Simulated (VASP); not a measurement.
The system is Ca2AsF.

```
Ca As F
1.0
     1.96207    1.13280    6.63097
    -1.96207    1.13280    6.63097
     0.00000   -2.26560    6.63097
Ca As F
2 1 1
Direct
  0.23130 0.23130 0.23130
  0.76870 0.76870 0.76870
  0.50000 0.50000 0.50000
  0.00000 0.00000 0.00000
```

- Program: VASP 6.6.1
- Task: relaxation of cell and atoms
- Functional: PBE
- Potentials or basis: VASP PAW PBE potentials, release 64 (Ca_sv, As, F)
- Cutoff: 600 eV
- k mesh: 6 × 6 × 6
- Occupations: gaussian, width 0.1 eV
- Spin: no spin polarisation

At the start: pressure 13.7 GPa; volume 22.11 Å³/atom.

Where does the relaxation end?

Over 11 steps the energy falls by 386.7 meV/atom and the volume is 22.69 Å³/atom (+2.7 %); space group R-3m (No. 166, to 0.1 Å) before and after.

Step by step:
```tsv
step	energy change (eV)	largest force (eV/Å)	pressure (GPa)	volume (Å³)
1	0.0000	3.8981	13.74	88.43
2	-1.0912	0.0028	-4.60	114.91
3	-1.2043	0.7106	-1.72	107.23
4	-1.3021	0.6474	-1.38	103.92
5	-1.4926	0.4639	0.32	94.26
6	-1.2299	0.0288	8.52	76.22
7	-1.4941	0.6106	2.09	89.89
8	-1.5447	0.0372	-0.23	91.46
9	-1.5448	0.0153	-0.15	91.40
10	-1.5457	0.0147	-0.11	91.18
11	-1.5466	0.0136	-0.03	90.78
```

Final structure:
```
Ca As F
1.0
     2.09038    1.20688    5.99692
    -2.09038    1.20688    5.99692
     0.00000   -2.41376    5.99692
Ca As F
2 1 1
Direct
  0.25117 0.25117 0.25117
  0.74883 0.74883 0.74883
  0.50000 0.50000 0.50000
  0.00000 0.00000 0.00000
```
